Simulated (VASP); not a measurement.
# Rh (Fm-3m) in VASP: notebook

The runs below take Rh through single point, with LDA.

Everything below comes from runs of VASP 6.6.1. Logs are shortened: lines on timing, memory, paths and dates and some standing lists are left out, and cuts for length are marked.

**1. The cell of the first run**

Symmetry: Fm-3m, No. 225, cubic system. The conventional cell has a = 3.754 Å, b = 3.754 Å, c = 3.754 Å, α = 90.00°, β = 90.00°, γ = 90.00°. Rh (site symmetry m-3m) has 12 Rh at 2.65 Å within 3.5 Å.

**2. Single point, LDA**

The input, INCAR:

```
PREC     = Accurate       # precision mode
ENCUT    = 520            # plane-wave cutoff, eV
EDIFF    = 1E-6           # SCF threshold, eV
ISMEAR   = 0              # smearing method
SIGMA    = 0.15           # smearing width, eV
LREAL    = F              # projectors in reciprocal space
LASPH    = T              # aspherical terms in the spheres
NELM     = 80             # most SCF steps
ALGO     = Normal         # electronic algorithm
ISIF     = 2              # what is computed and relaxed
LWAVE    = F              # write WAVECAR
LCHARG   = T              # write CHGCAR
GGA      = CA             # functional
LELF     = T              # ELF
LVHAR    = T            
NBANDS   = 14             # bands
```

The input, KPOINTS:

```
Automatic mesh
0
Gamma
  22 22 22
```

The input, POSCAR:

```
Rh
1.0
    0.0000000000      1.8770352617      1.8770352617
    1.8770352617      0.0000000000      1.8770352617
    1.8770352617      1.8770352617      0.0000000000
Rh
1
Direct
    0.0000000000      0.0000000000      0.0000000000
```

Potentials or basis: VASP PAW LDA potentials, release 64 (Rh_pv).

Started as:

```sh
> cat potpaw_LDA.64/Rh_pv/POTCAR > POTCAR
> mpirun -np 1 vasp_std > vasp.out
```

OUTCAR:

```text
PREC = Accurate
   ENCUT = 520
   EDIFF = 1E-6
   ISMEAR = 0
   LREAL = F
   LASPH = T
   NELM = 80
   ISIF = 2
   GGA = CA

 ion  position               nearest neighbor table
   1  0.000  0.000  0.000-

  LATTYP: Found a face centered cubic cell.
 ALAT       =     3.7540705234

  Lattice vectors:

 A1 = (   0.0000000000,   1.8770352617,   1.8770352617)
 A2 = (   1.8770352617,   0.0000000000,   1.8770352617)
 A3 = (   1.8770352617,   1.8770352617,   0.0000000000)

Analysis of symmetry for initial positions (statically):
=====================================================================
 Subroutine PRICEL returns:
 Original cell was already a primitive cell.

 Routine SETGRP: Setting up the symmetry group for a
 face centered cubic supercell.

 Subroutine GETGRP returns: Found 48 space group operations
 (whereof 48 operations were pure point group operations)
 out of a pool of 48 trial point group operations.

The static configuration has the point symmetry O_h .

Analysis of symmetry for dynamics (positions and initial velocities):
=====================================================================
 Subroutine PRICEL returns:
 Original cell was already a primitive cell.

 Routine SETGRP: Setting up the symmetry group for a
 face centered cubic supercell.

 Subroutine GETGRP returns: Found 48 space group operations
 (whereof 48 operations were pure point group operations)
 out of a pool of 48 trial point group operations.

The dynamic configuration has the point symmetry O_h .

 Subroutine INISYM returns: Found 48 space group operations
 (whereof 48 operations are pure point group operations),
 and found     1 'primitive' translations

----------------------------------------------------------------------------------------

                                     Primitive cell

  volume of cell :      13.2266

  direct lattice vectors                    reciprocal lattice vectors
     0.000000000  1.877035262  1.877035262    -0.266377521  0.266377521  0.266377521
     1.877035262  0.000000000  1.877035262     0.266377521 -0.266377521  0.266377521
     1.877035262  1.877035262  0.000000000     0.266377521  0.266377521 -0.266377521

  length of vectors
     2.654528724  2.654528724  2.654528724     0.461379401  0.461379401  0.461379401

  position of ions in fractional coordinates (direct lattice)
     0.000000000  0.000000000  0.000000000

  ion indices of the primitive-cell ions
   primitive index   ion index
                 1           1

----------------------------------------------------------------------------------------

 KPOINTS: Automatic mesh

Automatic generation of k-mesh.
 Grid dimensions read from file:
 generate k-points for:   22   22   22

 Generating k-lattice:

  Cartesian coordinates                     Fractional coordinates (reciprocal lattice)
    -0.012108069  0.012108069  0.012108069     0.045454545  0.000000000  0.000000000
     0.012108069 -0.012108069  0.012108069     0.000000000  0.045454545  0.000000000
     0.012108069  0.012108069 -0.012108069     0.000000000  0.000000000  0.045454545

  Length of vectors
     0.020971791  0.020971791  0.020971791

  Shift w.r.t. Gamma in fractional coordinates (k-lattice)
     0.000000000  0.000000000  0.000000000

 Subroutine IBZKPT returns following result:
 ===========================================

 Found    328 irreducible k-points:

 Following reciprocal coordinates:
            Coordinates               Weight
  0.000000  0.000000  0.000000      1.000000
  0.045455  0.000000  0.000000      8.000000
  0.090909  0.000000  0.000000      8.000000
  0.136364  0.000000  0.000000      8.000000
  0.181818  0.000000  0.000000      8.000000
  0.227273  0.000000  0.000000      8.000000
[... 16 lines left out ...]
  0.500000  0.045455  0.000000     24.000000
 -0.454545  0.045455  0.000000     24.000000
 [... further k-points ...]
   k-points           NKPTS =    328   k-points in BZ     NKDIM =    328   number of bands    NBANDS=     14
   number of dos      NEDOS =    301   number of ions     NIONS =      1
   total plane-waves  NPLWV =   8000
   dimension x,y,z NGX =    20 NGY =   20 NGZ =   20
   dimension x,y,z NGXF=    40 NGYF=   40 NGZF=   40
   ions per type =               1
   NGX,Y,Z   is equivalent  to a cutoff of  12.53, 12.53, 12.53 a.u.
   NGXF,Y,Z  is equivalent  to a cutoff of  25.05, 25.05, 25.05 a.u.
 SYSTEM =  unknown system
   PREC   = accura    normal or accurate (medium, high low for compatibility)
   ISTART =      0    job   : 0-new  1-cont  2-samecut
   ICHARG =      2    charge: 1-file 2-atom 10-const
   ISPIN  =      1    spin polarized calculation?
   LNONCOLLINEAR =      F non collinear calculations
   LSORBIT =      F    spin-orbit coupling
   LASPH  =      T    aspherical Exc in radial PAW
   ENCUT  =  520.0 eV  38.22 Ry    6.18 a.u.   4.94  4.94  4.94*2*pi/ulx,y,z
   NELM   =     80;   NELMIN=  2; NELMDL= -5     # of ELM steps
   EDIFF  = 0.1E-05   stopping-criterion for ELM
   LREAL  =      F    real-space projection
   EDIFFG = 0.1E-04   stopping-criterion for IOM
   NSW    =      0    number of steps for IOM
   IBRION =     -1    ionic relax: 0-MD 1-quasi-New 2-CG
   NFREE  =      0    steps in history (QN), initial steepest desc. (CG)
   ISIF   =      2    stress and relaxation
   ISYM   =      2    0-nonsym 1-usesym 2-fastsym
   POTIM  = 0.5000    time-step for ionic-motion
   TEBEG  =    0.0;   TEEND  =   0.0 temperature during run
   PSTRESS=    0.0 pullay stress
   NELECT =      15.0000    total number of electrons
   NUPDOWN=      -1.0000    fix difference up-down
   EMIN   =  10.00;   EMAX   =-10.00  energy-range for DOS
   EFERMI =   0.00;   METHOD = LEGACY
   ISMEAR =     0;   SIGMA  =   0.15  broadening in eV -4-tet -1-fermi 0-gaus
   EFERMI_NEDOS =   21; number of points for ismear=-14 and -15
   IALGO  =     38    algorithm
   IMIX   =      4    mixing-type and parameters
     AMIX     =   0.40;   BMIX     =  1.00
     AMIX_MAG =   1.60;   BMIX_MAG =  1.00
  volume/ion in A,a.u.               =      13.23        89.26
  Fermi-wavevector in a.u.,A,eV,Ry     =   1.707220  3.226178 39.655542  2.914600
  Thomas-Fermi vector in A             =   2.786112
   LORBIT       =      0    0 simple, 1 ext, 2 COOP (PROOUT), +10 PAW based schemes
   GGA     = CA    functional components
   LHFCALC =     F    Hartree Fock is set to
   AEXX    =    0.0000 exact exchange contribution
   IVDW    =     0    specifies the selected vdW correction
   LEPSILON=     F    determine dielectric tensor
   LRPA    =     F    only Hartree local field effects (RPA)
 non-spin polarized calculation
 Gauss-broadening in eV      SIGMA  =   0.15
  energy-cutoff  :      520.00
  volume of cell :       13.23
 maximum number of plane-waves:       367
   NGX =  9   NGY =  9   NGZ =  9

 number of electron      15.0000002 magnetization

 Free energy of the ion-electron system (eV)
  ---------------------------------------------------
  ext. energy  EPLUGINS =         0.00000000
  ---------------------------------------------------
  free energy    TOTEN  =        -8.69076371 eV

  energy without entropy =       -8.67670076  energy(sigma->0) =       -8.68373224

 E-fermi :  12.4395     XC(G=0): -14.5998

 val. band max:       12.4377108598   @ k =   0.3182   0.1818   0.0455
 cond. band min:      12.4400675818   @ k =   0.3182   0.2727   0.0455
 fundamental gap:      0.0023567219
 Fermi energy:        12.4394534342

 k-point     1 :       0.0000    0.0000    0.0000
  band No.  band energies     occupation
      1     -33.7910      2.00000
      2     -33.7910      2.00000
      3     -33.7910      2.00000
      4       4.1241      2.00000
      5       9.1397      2.00000
      6       9.1397      2.00000
      7       9.1397      2.00000
      8      11.3982      2.00000
      9      11.3982      2.00000
     10      28.3511      0.00000
     11      32.6806      0.00000
     12      33.9798      0.00000
     13      33.9798      0.00000
     14      33.9798      0.00000

 k-point     2 :       0.0455    0.0000    0.0000
  band No.  band energies     occupation
      1     -33.8090      2.00000
      2     -33.7934      2.00000
      3     -33.7934      2.00000
      4       4.2113      2.00000
      5       9.0992      2.00000
      6       9.1749      2.00000
      7       9.1749      2.00000
      8      11.3774      2.00000
      9      11.3774      2.00000
     10      28.4841      0.00000
     11      32.6800      0.00000
     12      33.4994      0.00000
     13      34.1114      0.00000
     14      34.1114      0.00000

 k-point     3 :       0.0909    0.0000    0.0000
  band No.  band energies     occupation
      1     -33.8613      2.00000
      2     -33.8004      2.00000
      3     -33.8004      2.00000
      4       4.4652      2.00000
      5       8.9912      2.00000
      6       9.2718      2.00000
      7       9.2718      2.00000
      8      11.3263      2.00000
      9      11.3263      2.00000
     10      28.8571      0.00000
     11      32.4019      0.00000
     12      32.6862      0.00000
     13      34.4982      0.00000
     14      34.4982      0.00000

 k-point     4 :       0.1364    0.0000    0.0000
  band No.  band energies     occupation
      1     -33.9431      2.00000
      2     -33.8114      2.00000
      3     -33.8114      2.00000
      4       4.8589      2.00000
      5       8.8574      2.00000
      6       9.4016      2.00000
      7       9.4016      2.00000
      8      11.2797      2.00000
      9      11.2797      2.00000
     10      29.3848      0.00000
     11      31.1188      0.00000
     12      32.6822      0.00000
     13      35.1156      0.00000
     14      35.1156      0.00000

 k-point     5 :       0.1818    0.0000    0.0000
  band No.  band energies     occupation
      1     -34.0473      2.00000
      2     -33.8255      2.00000
      3     -33.8255      2.00000
      4       5.3340      2.00000
      5       8.7739      2.00000
      6       9.5121      2.00000
      7       9.5121      2.00000
      8      11.2967      2.00000
      9      11.2967      2.00000
     10      29.7472      0.00000
     11      29.9503      0.00000
[... 276 lines left out ...]
 k-point    22 :       0.4545    0.0455    0.0000
  band No.  band energies     occupation
      1     -34.6088      2.00000
      2     -33.9118      2.00000
      3     -33.9112      2.00000
      4       6.0411      2.00000
      5       9.0378      2.00000
      6       9.1751      2.00000
      7      11.8259      2.00000
      8      13.0171      0.00000
      9      13.5924      0.00000
     10      22.1191      0.00000
     11      28.1826      0.00000
     12      32.6817      0.00000
     13      33.9262      0.00000
     14      34.2712      0.00000

 k-point    23 :       0.5000    0.0455    0.0000
  band No.  band energies     occupation
      1     -34.6358      2.00000
      2     -33.9189      2.00000
      3     -33.9120      2.00000
      4       6.0055      2.00000
      5       9.0043      2.00000
      6       9.1278      2.00000
      7      12.1566      1.99234
      8      13.0696      0.00000
      9      13.9962      0.00000
     10      21.4624      0.00000
     11      28.0140      0.00000
     12      32.6816      0.00000
     13      33.7630      0.00000
     14      33.8100      0.00000

 k-point    24 :      -0.4545    0.0455    0.0000
  band No.  band energies     occupation
      1     -34.6303      2.00000
      2     -33.9213      2.00000
      3     -33.9080      2.00000
      4       6.0137      2.00000
      5       9.0211      2.00000
      6       9.1270      2.00000
      7      12.1337      1.99606
      8      12.9645      0.00000
      9      13.9559      0.00000
     10      21.6041      0.00000
     11      28.0470      0.00000
     12      32.6816      0.00000
     13      33.6278      0.00000
     14      34.0824      0.00000

 [... further k-points ...]
[... 5 lines left out ...]
  --------------------------------------------------------------------------------------
  -------------------------------------------------------------------------------------
  Total        0.0751552      0.0751552      0.0751552     -0.0000000      0.0000000     -0.0000000
  in kB        9.1037925      9.1037925      9.1037925     -0.0000000      0.0000000     -0.0000000
  external PRESSURE =       9.1037925 kB  Pullay stress =       0.0000000 kB

 VOLUME and BASIS-vectors are now :
 -----------------------------------------------------------------------------
  energy-cutoff  :      520.00
  volume of cell :       13.23
      direct lattice vectors                 reciprocal lattice vectors
     0.000000000  1.877035262  1.877035262    -0.266377521  0.266377521  0.266377521
     1.877035262  0.000000000  1.877035262     0.266377521 -0.266377521  0.266377521
     1.877035262  1.877035262  0.000000000     0.266377521  0.266377521 -0.266377521

 POSITION                                       TOTAL-FORCE (eV/Angst)
 -----------------------------------------------------------------------------------
      0.00000      0.00000      0.00000        -0.000000      0.000000     -0.000000
 -----------------------------------------------------------------------------------
    total drift:                                0.000000      0.000000      0.000000

  FREE ENERGIE OF THE ION-ELECTRON SYSTEM (eV)
  ---------------------------------------------------
  free  energy   TOTEN  =        -8.6907637073 eV

  energy  without entropy=       -8.6767007634  energy(sigma->0) =       -8.68373224
```

Wall time 22 s (1 thread of Intel Xeon 6975P-C (Granite Rapids), shared host); peak memory 0.16 GiB.

Results:

- Free energy: -8.6908 eV
- Pressure: 0.9 GPa
- Band gap on the k mesh: zero (an odd number of electrons rules out a gap without spin polarisation)

(Part 1 of 2 ends here.)
